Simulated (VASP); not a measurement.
# CoSn (P6/mmm) in VASP: notebook

CoSn is run at these levels: LDA; tasks: single point, relaxation of cell and atoms.

Program: VASP 6.6.1. These are calculated values, not measurements. Logs are shortened: lines on timing, memory, paths and dates and some standing lists are left out, and cuts for length are marked.

## Step 1: The cell of the first run

It takes space group P6/mmm (No. 191, hexagonal). The conventional cell has a = 5.174 Å, b = 5.174 Å, c = 4.123 Å, α = 90.00°, β = 90.00°, γ = 120.00°. Within 3.4 Å of Co (site symmetry mmm) lie 6 Sn at 2.55 to 2.59 Å and 4 Co at 2.59 Å. Sn (site symmetry -6m2) has 6 Co at 2.55 Å and 3 Sn at 2.99 Å within 3.4 Å. Sn (site symmetry 6/mmm) has 6 Co at 2.59 Å within 3.4 Å.

## Step 2: Single point, LDA

INCAR reads:

```
ALGO = Fast
EDIFF = 1E-6
ENCUT = 520
GGA = CA
ISIF = 2
ISMEAR = 0
LASPH = T
LCHARG = F
LREAL = F
LWAVE = F
NBANDS = 44
NELM = 60
PREC = Accurate
SIGMA = 0.1
```

KPOINTS reads:

```
k-points
0
Gamma
  12 12 8
```

POSCAR reads:

```
CoSn
1.0
    5.1735228751      0.0000000000      0.0000000000
   -2.5867614375      4.4804022369      0.0000000000
    0.0000000000      0.0000000000      4.1233181223
Co Sn
3 3
Direct
    0.0000000000      0.5000000000      0.0000000000
    0.5000000000      0.5000000000      0.0000000000
    0.5000000000      0.0000000000      0.0000000000
    0.6666666667      0.3333333333      0.5000000000
    0.3333333333      0.6666666667      0.5000000000
    0.0000000000      0.0000000000      0.0000000000
```

Potentials or basis: VASP PAW LDA potentials, release 64 (Co, Sn_d).

Command:

```sh
$ cat potpaw_LDA.64/Co/POTCAR potpaw_LDA.64/Sn_d/POTCAR > POTCAR
$ mpirun -np 1 vasp_std > vasp.out
```

OUTCAR:

```text
EDIFF = 1E-6
   ENCUT = 520
   GGA = CA
   ISIF = 2
   ISMEAR = 0
   LASPH = T
   LREAL = F
   NELM = 60
   PREC = Accurate

 ion  position               nearest neighbor table
   1  0.000  0.500  0.000-   4 2.55   5 2.55   4 2.55   5 2.55   6 2.59   6 2.59   2 2.59   2 2.59
                             3 2.59   3 2.59
   2  0.500  0.500  0.000-   4 2.55   5 2.55   4 2.55   5 2.55   3 2.59   3 2.59   1 2.59   1 2.59
                             6 2.59   6 2.59
   3  0.500  0.000  0.000-   4 2.55   5 2.55   4 2.55   5 2.55   2 2.59   2 2.59   6 2.59   6 2.59
                             1 2.59   1 2.59
   4  0.667  0.333  0.500-   3 2.55   3 2.55   1 2.55   1 2.55   2 2.55   2 2.55   5 2.99   5 2.99
                             5 2.99   6 3.63   6 3.63   6 3.63   6 3.63   6 3.63   6 3.63
   5  0.333  0.667  0.500-   3 2.55   3 2.55   1 2.55   1 2.55   2 2.55   2 2.55   4 2.99   4 2.99
                             4 2.99   6 3.63   6 3.63   6 3.63   6 3.63   6 3.63   6 3.63
   6  0.000  0.000  0.000-   1 2.59   1 2.59   3 2.59   3 2.59   2 2.59   2 2.59   5 3.63   4 3.63
                             5 3.63   4 3.63   4 3.63   4 3.63   5 3.63   5 3.63   4 3.63   5 3.63

  LATTYP: Found a hexagonal cell.
 ALAT       =     5.1735228751
 C/A-ratio  =     0.7970039414

  Lattice vectors:

 A1 = (   5.1735228751,   0.0000000000,   0.0000000000)
 A2 = (  -2.5867614375,   4.4804022369,   0.0000000000)
 A3 = (   0.0000000000,   0.0000000000,   4.1233181223)

Analysis of symmetry for initial positions (statically):
=====================================================================
 Subroutine PRICEL returns:
 Original cell was already a primitive cell.

 Routine SETGRP: Setting up the symmetry group for a
 hexagonal supercell.

 Subroutine GETGRP returns: Found 24 space group operations
 (whereof 24 operations were pure point group operations)
 out of a pool of 24 trial point group operations.

The static configuration has the point symmetry D_6h.

Analysis of symmetry for dynamics (positions and initial velocities):
=====================================================================
 Subroutine PRICEL returns:
 Original cell was already a primitive cell.

 Routine SETGRP: Setting up the symmetry group for a
 hexagonal supercell.

 Subroutine GETGRP returns: Found 24 space group operations
 (whereof 24 operations were pure point group operations)
 out of a pool of 24 trial point group operations.

The dynamic configuration has the point symmetry D_6h.

 Subroutine INISYM returns: Found 24 space group operations
 (whereof 24 operations are pure point group operations),
[... 104 lines left out ...]
   EDIFF  = 0.1E-05   stopping-criterion for ELM
   LREAL  =      F    real-space projection
   EDIFFG = 0.1E-04   stopping-criterion for IOM
   NSW    =      0    number of steps for IOM
   IBRION =     -1    ionic relax: 0-MD 1-quasi-New 2-CG
   NFREE  =      0    steps in history (QN), initial steepest desc. (CG)
   ISIF   =      2    stress and relaxation
   ISYM   =      2    0-nonsym 1-usesym 2-fastsym
   POTIM  = 0.5000    time-step for ionic-motion
   TEBEG  =    0.0;   TEEND  =   0.0 temperature during run
   PSTRESS=    0.0 pullay stress
   NELECT =      69.0000    total number of electrons
   NUPDOWN=      -1.0000    fix difference up-down
   EMIN   =  10.00;   EMAX   =-10.00  energy-range for DOS
   EFERMI =   0.00;   METHOD = LEGACY
   ISMEAR =     0;   SIGMA  =   0.10  broadening in eV -4-tet -1-fermi 0-gaus
   EFERMI_NEDOS =   21; number of points for ismear=-14 and -15
   IALGO  =     68    algorithm
   IMIX   =      4    mixing-type and parameters
     AMIX     =   0.40;   BMIX     =  1.00
     AMIX_MAG =   1.60;   BMIX_MAG =  1.00
  volume/ion in A,a.u.               =      15.93       107.50
  Fermi-wavevector in a.u.,A,eV,Ry     =   1.468614  2.775279 29.345431  2.156828
  Thomas-Fermi vector in A             =   2.584091
   LORBIT       =      0    0 simple, 1 ext, 2 COOP (PROOUT), +10 PAW based schemes
   GGA     = CA    functional components
   LHFCALC =     F    Hartree Fock is set to
   AEXX    =    0.0000 exact exchange contribution
   IVDW    =     0    specifies the selected vdW correction
   LEPSILON=     F    determine dielectric tensor
   LRPA    =     F    only Hartree local field effects (RPA)
 non-spin polarized calculation
 RMM-DIIS sequential band-by-band and
 Gauss-broadening in eV      SIGMA  =   0.10
  energy-cutoff  :      520.00
  volume of cell :       95.58
 maximum number of plane-waves:      2619
 NGX is ok and might be reduce to    40
   NGX = 19   NGY = 19   NGZ = 15

 number of electron      68.9999983 magnetization

 Free energy of the ion-electron system (eV)
  ---------------------------------------------------
  ext. energy  EPLUGINS =         0.00000000
  ---------------------------------------------------
  free energy    TOTEN  =       -39.13939839 eV

  energy without entropy =      -39.12795638  energy(sigma->0) =      -39.13367738

 E-fermi :  10.4892     XC(G=0): -12.3693

 val. band max:       10.4840072249   @ k =   0.3333   0.0000   0.1250
 cond. band min:      10.5165787621   @ k =   0.0000   0.0000   0.3750
 fundamental gap:      0.0325715372
 Fermi energy:        10.4891819944

 k-point     1 :       0.0000    0.0000    0.0000
  band No.  band energies     occupation
      1     -10.9065      2.00000
      2     -10.8108      2.00000
      3     -10.8108      2.00000
      4     -10.7907      2.00000
      5     -10.7907      2.00000
      6     -10.7318      2.00000
[... 1117 lines left out ...]
     43      15.5752      0.00000
     44      17.3704      0.00000

 [... further k-points ...]
[... 5 lines left out ...]
  --------------------------------------------------------------------------------------
  -------------------------------------------------------------------------------------
  Total        0.0898895      0.0898895      0.0700942      0.0000000      0.0000000      0.0000000
  in kB        1.5068472      1.5068472      1.1750116      0.0000000      0.0000000      0.0000000
  external PRESSURE =       1.3962353 kB  Pullay stress =       0.0000000 kB

 VOLUME and BASIS-vectors are now :
 -----------------------------------------------------------------------------
  energy-cutoff  :      520.00
  volume of cell :       95.58
      direct lattice vectors                 reciprocal lattice vectors
     5.173522875  0.000000000  0.000000000     0.193291887  0.111597123  0.000000000
    -2.586761437  4.480402237  0.000000000     0.000000000  0.223194246  0.000000000
     0.000000000  0.000000000  4.123318122     0.000000000  0.000000000  0.242523126

 POSITION                                       TOTAL-FORCE (eV/Angst)
 -----------------------------------------------------------------------------------
     -1.29338      2.24020      0.00000        -0.000000      0.000000      0.000000
      1.29338      2.24020      0.00000         0.000000      0.000000      0.000000
      2.58676      0.00000      0.00000        -0.000000      0.000000      0.000000
      2.58676      1.49347      2.06166        -0.000000      0.000000     -0.000000
     -0.00000      2.98693      2.06166         0.000000     -0.000000      0.000000
      0.00000      0.00000      0.00000         0.000000      0.000000      0.000000
 -----------------------------------------------------------------------------------
    total drift:                               -0.000000      0.000000     -0.000000

  FREE ENERGIE OF THE ION-ELECTRON SYSTEM (eV)
  ---------------------------------------------------
  free  energy   TOTEN  =       -39.1393983853 eV

  energy  without entropy=      -39.1279563753  energy(sigma->0) =      -39.13367738
```

OSZICAR:

```text
N       E                     dE             d eps       ncg     rms          rms(c)
DAV:   1     0.701207047994E+03    0.70121E+03   -0.31257E+04  8476   0.255E+03
DAV:   2     0.708967517157E+02   -0.63031E+03   -0.61064E+03  8360   0.610E+02
DAV:   3    -0.361228658383E+02   -0.10702E+03   -0.10384E+03  8508   0.229E+02
DAV:   4    -0.417582095563E+02   -0.56353E+01   -0.55929E+01  9392   0.595E+01
DAV:   5    -0.419324319739E+02   -0.17422E+00   -0.17415E+00 11492   0.953E+00    0.154E+01
RMM:   6    -0.424606863556E+02   -0.52825E+00   -0.23884E+01  8967   0.343E+01    0.134E+01
RMM:   7    -0.394805433277E+02    0.29801E+01   -0.74847E+00  9138   0.210E+01    0.527E+00
RMM:   8    -0.391316374019E+02    0.34891E+00   -0.94234E-01  9645   0.565E+00    0.720E-01
RMM:   9    -0.391380921962E+02   -0.64548E-02   -0.19411E-01 11548   0.258E+00    0.393E-01
RMM:  10    -0.391391556862E+02   -0.10635E-02   -0.41453E-02 12705   0.117E+00    0.208E-01
RMM:  11    -0.391392778219E+02   -0.12214E-03   -0.87537E-03 12774   0.633E-01    0.145E-01
RMM:  12    -0.391393638986E+02   -0.86077E-04   -0.30251E-03 14133   0.267E-01    0.427E-02
RMM:  13    -0.391393834916E+02   -0.19593E-04   -0.64735E-04 14314   0.122E-01    0.296E-02
RMM:  14    -0.391393954658E+02   -0.11974E-04   -0.16301E-04 14759   0.579E-02    0.231E-02
RMM:  15    -0.391393985563E+02   -0.30904E-05   -0.31843E-05 12520   0.257E-02    0.233E-02
RMM:  16    -0.391394021577E+02   -0.36015E-05   -0.12050E-05  8435   0.181E-02    0.315E-02
RMM:  17    -0.391393983905E+02    0.37673E-05   -0.26847E-05 12387   0.414E-02    0.556E-03
RMM:  18    -0.391393983853E+02    0.51241E-08   -0.24840E-06  5715   0.834E-03
   1 F= -.39139398E+02 E0= -.39133677E+02  d E =-.114420E-01
```

Run time: 14 min. Hardware: 1 thread of Intel Xeon 8259CL, shared host; peak memory 0.41 GiB.

What came out:

| Quantity | Value |
| --- | --- |
| Free energy | -39.1394 eV |
| Pressure | 0.1 GPa |
| Band gap on the k mesh | zero (an odd number of electrons rules out a gap without spin polarisation) |

Levels at points of the mesh, in eV from the Fermi level:
```
           k point  band 32  band 33  band 34  band 35  band 36  band 37
(0.00, 0.00, 0.00)    -0.45    -0.43    -0.43     0.53     0.74     1.49
(0.50, 0.00, 0.00)    -0.46    -0.44     0.77     1.13     1.86     1.93
(0.00, 0.00, 0.50)    -0.53    -0.53    -0.53    -0.40    -0.40    -0.22
(0.50, 0.00, 0.50)    -0.72    -0.53    -0.44    -0.43    -0.10     0.45
```

Caveat: spin-orbit coupling is left out, which moves the levels of the heavy elements; the run has no spin polarisation, though such a crystal can be magnetic.

## Step 3: Relaxation of cell and atoms, LDA

This run uses another cell than the first one, of 17.13 Å³/atom.

INCAR reads:

```
ALGO = Fast
EDIFF = 1E-7
EDIFFG = -0.005
ENCUT = 600
IBRION = 2
ISIF = 3
ISMEAR = 0
LASPH = True
LCHARG = False
LREAL = False
LWAVE = False
NELM = 100
NSW = 70
PREC = Accurate
SIGMA = 0.1
```

KPOINTS is that of step 2.

POSCAR, as its differences from that of step 2:

```diff
@@ -2,5 +2,5 @@
 1.0
-    5.1735228751      0.0000000000      0.0000000000
-   -2.5867614375      4.4804022369      0.0000000000
-    0.0000000000      0.0000000000      4.1233181223
+    5.2965850066      0.0000000000      0.0000000000
+   -2.6482925033      4.5869771690      0.0000000000
+    0.0000000000      0.0000000000      4.2302876780
 Co Sn
```

Potentials or basis: VASP PAW LDA potentials, release 64 (Co, Sn_d).

Command:

```sh
$ cat potpaw_LDA.64/Co/POTCAR potpaw_LDA.64/Sn_d/POTCAR > POTCAR
$ mpirun -np 1 vasp_std > vasp.out
```

It took 43 min on 1 thread of Oxide Virtual Turin-like, shared host; peak memory 0.47 GiB.

Results (log left out):

```yaml
Free_energy: -39.1414 eV
Relaxed_volume: 15.94 Å³/atom
Relaxed_cell: a = 5.175 Å, b = 5.175 Å, c = 4.124 Å, α = 90.00°, β = 90.00°, γ = 120.00°
Space_group_after_relaxing_to_0.1_Å: P6/mmm (No. 191)
Energy_gained_by_relaxing: 37.5 meV/atom
Ionic_steps: 5
Pressure_after_relaxing: 0.0 GPa
Band_gap_on_the_k_mesh: zero (an odd number of electrons rules out a gap without spin polarisation)
```

The path:
| step | energy change (eV) | largest force (eV/Å) | pressure (GPa) | volume (Å³) |
| --- | --- | --- | --- | --- |
| 1 | 0.0000 | 0.0000 | -9.48 | 102.78 |
| 2 | 0.0907 | 0.0000 | 15.06 | 88.43 |
| 3 | -0.2251 | 0.0000 | -0.18 | 95.79 |
| 4 | -0.2252 | 0.0000 | 0.05 | 95.66 |
| 5 | -0.2252 | 0.0000 | 0.05 | 95.66 |

Final structure:
```
CELL_PARAMETERS angstrom
5.17531 0.00000 0.00000
-2.58765 4.48195 0.00000
0.00000 0.00000 4.12405
ATOMIC_POSITIONS crystal
Co 0.00000 0.50000 0.00000
Co 0.50000 0.50000 0.00000
Co 0.50000 0.00000 0.00000
Sn 0.66667 0.33333 0.50000
Sn 0.33333 0.66667 0.50000
Sn 0.00000 0.00000 0.00000
```

Levels at points of the mesh, in eV from the Fermi level:
| k point | band 31 | band 32 | band 33 | band 34 | band 35 | band 36 | band 37 | band 38 |
| --- | --- | --- | --- | --- | --- | --- | --- | --- |
| (0.00, 0.00, 0.00) | -0.45 | -0.45 | -0.43 | -0.43 | 0.53 | 0.73 | 1.48 | 1.48 |
| (0.50, 0.00, 0.00) | -0.66 | -0.46 | -0.44 | 0.77 | 1.13 | 1.85 | 1.93 | 2.82 |
| (0.00, 0.00, 0.50) | -1.01 | -0.53 | -0.53 | -0.53 | -0.40 | -0.40 | -0.22 | 0.53 |
| (0.50, 0.00, 0.50) | -1.02 | -0.72 | -0.53 | -0.44 | -0.43 | -0.10 | 0.45 | 1.36 |

Caveat: spin-orbit coupling is left out, which moves the levels of the heavy elements; the run has no spin polarisation, though such a crystal can be magnetic. Spin polarisation is off, so any magnetic state and its effect on volume and gap are missing.

The gap in the log of VASP goes by the Fermi energy; the results here count the filled bands.